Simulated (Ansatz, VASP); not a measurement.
## VSi2: VASP beside Ansatz

```
CELL_PARAMETERS angstrom
4.26889 0.00000 0.00000
-2.13444 3.69697 0.00000
0.00000 0.00000 2.49215
ATOMIC_POSITIONS crystal
V 0.00000 0.00000 0.00000
Si 0.33333 0.66667 0.50000
Si 0.66667 0.33333 0.50000
```

Alike in both runs: functional PBE; k mesh 12 × 12 × 12; occupations gaussian, width 0.1 eV; collinear spin.

Ansatz relaxed the structure, and its values are those at the end. VASP's run is a single point on that final structure, the one shown.

```csv
,VASP,Ansatz
version,VASP 6.6.1,Ansatz 0.2.0
potentials or method,"VASP PAW PBE potentials, release 64 (V_sv, Si), cutoff 520 eV","scalar-relativistic, plane waves, PAW"
valence electrons in the cell,21,21
```

|  | VASP | Ansatz | Ansatz less VASP |
| --- | --- | --- | --- |
| gap on the k mesh at the Fermi level (eV) | none | none | - |
| pressure (GPa) | 0.0 | 0.0 | 0.00 |
| net moment per atom (μB) | 0.00 | 0.00 | 0.000 |

A gap of «none» marks a metal or a gap that the smearing closes. Ansatz's warnings: seeded moment not kept.
